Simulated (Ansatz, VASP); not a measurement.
GeSe: VASP beside Ansatz

```xyz
8
Lattice="10.8330 0.0000 0.0000 0.0000 3.8355 0.0000 0.0000 0.0000 4.3954" Properties=species:S:1:pos:R:3 pbc="T T T"
Ge    4.1056    2.8766    2.6869
Ge    1.3109    0.9589    0.4892
Ge    9.5221    2.8766    3.9062
Ge    6.7274    0.9589    1.7085
Se    1.5870    2.8766    2.1872
Se    3.8295    0.9589    4.3849
Se    7.0035    2.8766    0.0105
Se    9.2460    0.9589    2.2082
```

Alike in both runs: task relaxation of cell and atoms; functional PBE; k mesh 4 × 8 × 6; occupations gaussian, width 0.02 eV; no spin polarisation.

|  | VASP | Ansatz |
| --- | --- | --- |
| version | VASP 6.6.1 | Ansatz 0.2.0 |
| potentials or method | VASP PAW PBE potentials, release 64 (Ge_d, Se), cutoff 500 eV | scalar-relativistic, plane waves, PAW |
| valence electrons in the cell | 80 | 120 |

```csv
,VASP,Ansatz,Ansatz less VASP
"gap on the k mesh at the Fermi level, each at its own relaxed structure (eV)",0.84,0.88,+0.040
relaxed volume (Å³/atom),24.46,24.59,+0.127
relaxed length of the cell vector where the two differ most in proportion (Å),4.513,4.537,+0.0236
```

VASP's potentials hold 80 valence electrons a cell and Ansatz's 120, so a difference there can come from the potentials and not from the codes.
